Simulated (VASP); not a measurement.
The system is KYSe2.

```
K Se Y
1.0
     4.33884    0.00000    0.00000
     0.00000    4.33884    0.00000
     0.00000    0.00000    5.88791
K Se Y
1 2 1
Cartesian
  0.0000 0.0000 0.0000
  0.0000 0.0000 2.9440
  2.1694 2.1694 0.0000
  2.1694 2.1694 2.9440
```

- Program: VASP 6.6.1
- Task: relaxation of cell and atoms
- Functional: LDA
- Potentials or basis: VASP PAW LDA potentials, release 64 (K_sv, Se, Y_sv)
- Cutoff: 600 eV
- k mesh: 6 × 6 × 4
- Occupations: fermi-dirac, width 0.02 eV
- Spin: no spin polarisation

At the start: pressure -3.9 GPa; volume 27.71 Å³/atom.

Q: Where does the relaxation end?

A: Over 4 steps the energy falls by 28.1 meV/atom and the volume is 25.53 Å³/atom (-7.9 %); space group P4/mmm (No. 123, to 0.1 Å) before and after.

The path:
```
step  energy change (eV)  largest force (eV/Å)  pressure (GPa)  volume (Å³)
   1              0.0000                0.0000           -3.89       110.84
   2             -0.0999                0.0000            1.26       100.40
   3             -0.1083                0.0000           -0.02       102.51
   4             -0.1123                0.0000            0.02       102.13
```

Final structure:
```cif
data_structure
_symmetry_space_group_name_H-M 'P 1'
_symmetry_Int_Tables_number 1
_cell_length_a 4.2084
_cell_length_b 4.2084
_cell_length_c 5.7666
_cell_angle_alpha 90.000
_cell_angle_beta 90.000
_cell_angle_gamma 90.000
_cell_volume 102.13
loop_
_atom_site_label
_atom_site_type_symbol
_atom_site_fract_x
_atom_site_fract_y
_atom_site_fract_z
_atom_site_occupancy
K1 K 0.00000 0.00000 0.00000 1
Se1 Se 0.00000 0.00000 0.50000 1
Se2 Se 0.50000 0.50000 0.00000 1
Y1 Y 0.50000 0.50000 0.50000 1
```
